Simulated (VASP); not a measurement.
A run of VASP 6.6.1:

POSCAR

```
InP
1.0
    0.0000000000      2.9305000000      2.9305000000
    2.9305000000      0.0000000000      2.9305000000
    2.9305000000      2.9305000000      0.0000000000
In P
1 1
Direct
    0.0000000000      0.0000000000      0.0000000000
    0.7500000000      0.7500000000      0.7500000000
```

File INCAR.step1:

```
PREC = Accurate
ENCUT = 600
EDIFF = 1E-5
ISMEAR = -1
SIGMA = 0.05
LREAL = F
LASPH = T
NELM = 80
ALGO = Normal
LWAVE = T
LCHARG = F
GGA = PE
NBANDS = 16
```

The input INCAR.step2:

```
PREC = Accurate
ENCUT = 600
EDIFF = 1E-6
ISMEAR = -1
SIGMA = 0.05
LREAL = F
LASPH = T
NELM = 80
ALGO = Normal
ISIF = 3
LWAVE = F
LCHARG = F
GGA = B3
LHFCALC = T
AEXX = 0.2
AGGAX = 0.72
AGGAC = 0.81
ALDAC = 0.19
PRECFOCK = Normal
IBRION = 2
NSW = 60
EDIFFG = -0.01
ISTART = 1
```

Contents of KPOINTS:

```
regular mesh
0
Gamma
  4 4 4
```

Potentials or basis: VASP PAW PBE potentials, release 64 (In_d, P).

Run with:

```bash
$ cat potpaw_PBE.64/In_d/POTCAR potpaw_PBE.64/P/POTCAR > POTCAR
$ cp INCAR.step1 INCAR
$ mpirun -np 1 vasp_std > vasp.out
$ cp INCAR.step2 INCAR
$ mpirun -np 1 vasp_std > vasp.out
```

Hardware: 1 thread of Intel Xeon 6975P-C, with other jobs on the host.

Problem. How long does it take, and how much memory?

Solution. It took 50 min on 1 thread of Intel Xeon 6975P-C (shared host), peak memory 0.24 GiB. Counts: k points 8, ion steps 4.
